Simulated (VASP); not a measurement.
Tl:

```
CELL_PARAMETERS angstrom
2.01923 -2.36805 0.00000
2.01923 2.36805 0.00000
0.00000 0.00000 2.94074
ATOMIC_POSITIONS crystal
Tl 0.00000 0.00000 0.00000
```

| Item | Value |
| --- | --- |
| Program | VASP 6.6.1 |
| Task | relaxation of cell and atoms |
| Functional | PBE |
| Potentials or basis | VASP PAW PBE potentials, release 64 (Tl_d) |
| Cutoff | 600 eV |
| k mesh | 6 × 6 × 6 |
| Occupations | gaussian, width 0.1 eV |
| Spin | no spin polarisation |

At the start: pressure 7.5 GPa; volume 28.12 Å³/atom.

Question: Where does the relaxation end?

Answer: Over 19 steps the energy falls by 160.5 meV/atom and the volume is 34.08 Å³/atom (+21.2 %); space group Cmmm (No. 65, to 0.05 Å).

Step by step:
| step | energy change (eV) | largest force (eV/Å) | pressure (GPa) | volume (Å³) |
| --- | --- | --- | --- | --- |
| 1 | 0.0000 | 0.0000 | 7.53 | 28.12 |
| 2 | -0.1227 | 0.0000 | 0.24 | 33.85 |
| 3 | -0.1230 | 0.0000 | -0.12 | 34.32 |
| 4 | -0.1230 | 0.0000 | 0.03 | 34.18 |
| 5 | -0.1270 | 0.0000 | -0.03 | 34.21 |
| 6 | -0.1343 | 0.0000 | 0.08 | 34.25 |
| 7 | -0.1279 | 0.0000 | 0.78 | 34.15 |
| 8 | -0.1375 | 0.0000 | 0.13 | 34.24 |
| 9 | -0.1358 | 0.0000 | 0.40 | 34.21 |
| 10 | -0.1379 | 0.0000 | 0.20 | 34.23 |
| 11 | -0.1399 | 0.0000 | 0.15 | 34.29 |
| 12 | -0.1448 | 0.0000 | 0.00 | 34.45 |
| 13 | -0.1532 | 0.0000 | -0.29 | 34.69 |
| 14 | -0.1555 | 0.0000 | -0.30 | 34.77 |
| 15 | -0.1587 | 0.0000 | -0.49 | 34.86 |
| 16 | -0.1586 | 0.0000 | -0.44 | 34.85 |
| 17 | -0.1587 | 0.0000 | -0.46 | 34.85 |
| 18 | -0.1600 | 0.0000 | -0.24 | 34.43 |
| 19 | -0.1605 | 0.0000 | -0.05 | 34.08 |

Final structure:
```
Tl
1.0
     1.84069   -3.06383    0.00000
     1.84069    3.06383    0.00000
     0.00000    0.00000    3.02155
Tl
1
Direct
  0.00000 0.00000 0.00000
```

Caveat: the volume moved by over 15 % at a fixed basis, so the end points are rough.
